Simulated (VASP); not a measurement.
Input of a VASP 6.6.1 run:

Contents of INCAR:

```
SYSTEM = K
PREC = Accurate
ENCUT = 520
EDIFF = 1E-6
ISMEAR = -1
SIGMA = 0.1
LREAL = .FALSE.
LASPH = .TRUE.
NELM = 100
ALGO = Normal
ISIF = 2
LWAVE = .FALSE.
LCHARG = .FALSE.
GGA = PE
NBANDS = 10
```

File KPOINTS:

```
Automatic mesh
0
G
  10 10 10
  0 0 0
```

POSCAR

```
K
1.0
   -2.4523453870      2.4523453870      2.4523453870
    2.4523453870     -2.4523453870      2.4523453870
    2.4523453870      2.4523453870     -2.4523453870
K
1
Direct
    0.0000000000      0.0000000000      0.0000000000
```

Potentials or basis: VASP PAW PBE potentials, release 64 (K_sv).

Launch:

```bash
$ cat potpaw_PBE.64/K_sv/POTCAR > POTCAR
$ mpirun -np 1 vasp_std > vasp.out
```

Predict the pressure.

1.2 GPa.
